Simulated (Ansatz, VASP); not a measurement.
## One calculation of AgRh, two programs

The input INCAR:

```
PREC     = Accurate       # precision mode
ENCUT    = 520            # plane-wave cutoff, eV
EDIFF    = 1E-6           # SCF threshold, eV
ISMEAR   = 0              # smearing method
SIGMA    = 0.1            # smearing width, eV
LREAL    = F              # projectors in reciprocal space
LASPH    = T              # aspherical terms in the spheres
NELM     = 150            # most SCF steps
ALGO     = Fast           # electronic algorithm
ISIF     = 2              # what is computed and relaxed
LWAVE    = F              # write WAVECAR
LCHARG   = F              # write CHGCAR
ISPIN    = 2              # spin polarisation
MAGMOM   = 0 2.5          # initial moments
LORBIT   = 11             # projections on sites
LMAXMIX  = 4              # l up to which the mixer works
GGA      = PE             # functional
NBANDS   = 24             # bands
```

File KPOINTS:

```
Automatic mesh
0
Gamma
  18 18 10
```

Contents of POSCAR:

```
AgRh
1.0
    2.7775881998      0.0000000000      0.0000000000
   -1.3887940999      2.4054619423      0.0000000000
    0.0000000000      0.0000000000      4.8086020000
Ag Rh
1 1
Direct
    0.0000000000      0.0000000000      0.5000000000
    0.6666666667      0.3333333333      0.0000000000
```

Input for Ansatz:

```yaml
crystal:
  lattice:
    - [2.7775881998, 0.0, 0.0]
    - [-1.3887940999, 2.4054619423, 0.0]
    - [0.0, 0.0, 4.808602]
  atoms:
    - { symbol: Ag, position: [0.0, 0.0, 0.5] }
    - { symbol: Rh, position: [0.6666666667, 0.3333333333, 0.0], spin: 2.5 }
basis:
  ecutwfc: 420
kpoints:
  mp_grid: { grid: [18, 18, 10] }
hamiltonian:
  xc: pbe
scf:
  occupations: { method: gaussian, width: 0.1 }
  lower_state_search: "off"
output:
  forces: true
  stress: true
  eigenvalues: true
  populations: true
magnetization:
  spin_polarized: true
```

Alike in both runs: task single point; functional PBE; k mesh 18 × 18 × 10; occupations gaussian, width 0.1 eV; collinear spin.

|  | VASP | Ansatz |
| --- | --- | --- |
| version | VASP 6.6.1 | Ansatz 0.2.0 |
| potentials or method | VASP PAW PBE potentials, release 64 (Ag, Rh_pv), cutoff 520 eV | scalar-relativistic, plane waves, PAW |
| valence electrons in the cell | 26 | 36 |

Ansatz gave:

* gap on the k mesh at the Fermi level (eV): none
* pressure (GPa): -2.0
* traceless stress, the component that is largest in VASP (GPa): -0.29
* net moment per atom (μB): 0.24
* size of the moment on the site where the two differ most (μB): 0.47

Task: Which values does VASP return?

Result: gap on the k mesh at the Fermi level (eV): none; pressure (GPa): -2.0; traceless stress, the component that is largest in VASP (GPa): -0.28; net moment per atom (μB): 0.25; size of the moment on the site where the two differ most (μB): 0.49.

Site moments also hang on the region over which each program counts them. A gap of «none» marks a metal or a gap that the smearing closes. VASP's potentials hold 26 valence electrons a cell and Ansatz's 36, so a difference there can come from the potentials and not from the codes.
